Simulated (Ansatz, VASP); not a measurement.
One calculation of ZrB2W3, two programs

```
Zr B W
1.0
     2.87059   -4.37743    0.00000
     2.87059    4.37743    0.00000
     0.00000    0.00000    2.85738
Zr B W
1 2 3
Cartesian
  2.8706 0.0000 0.0000
  2.8706 2.4896 0.0000
  2.8706 -2.4896 0.0000
  0.0000 0.0000 0.0000
  1.4353 -2.1887 1.4287
  1.4353 2.1887 1.4287
```

Change from the starting cell: species swapped into the NaH2Pd3 type (Cmmm, No. 65).

Alike in both runs: task relaxation of cell and atoms; functional PBE; k mesh 4 × 4 × 6; occupations gaussian, width 0.1 eV; no spin polarisation.

|  | VASP | Ansatz |
| --- | --- | --- |
| version | VASP 6.6.1 | Ansatz 0.2.0 |
| potentials or method | VASP PAW PBE potentials, release 64 (Zr_sv, B, W_sv), cutoff 600 eV | scalar-relativistic, plane waves, PAW |
| valence electrons in the cell | 60 | 60 |

```csv
,VASP,Ansatz,Ansatz less VASP
"gap on the k mesh at the Fermi level, each at its own relaxed structure (eV)",none,none,-
relaxed volume (Å³/atom),14.33,14.31,-0.013
relaxed length of the cell vector where the two differ most in proportion (Å),3.080,3.077,-0.0038
```

A gap of «none» marks a metal or a gap that the smearing closes.

The k mesh is coarse, so the values compare programs but aren't converged. Neither program's run includes spin-orbit coupling. Noted on VASP's run: the volume moved by over 15 % at a fixed basis, so the end points are rough.
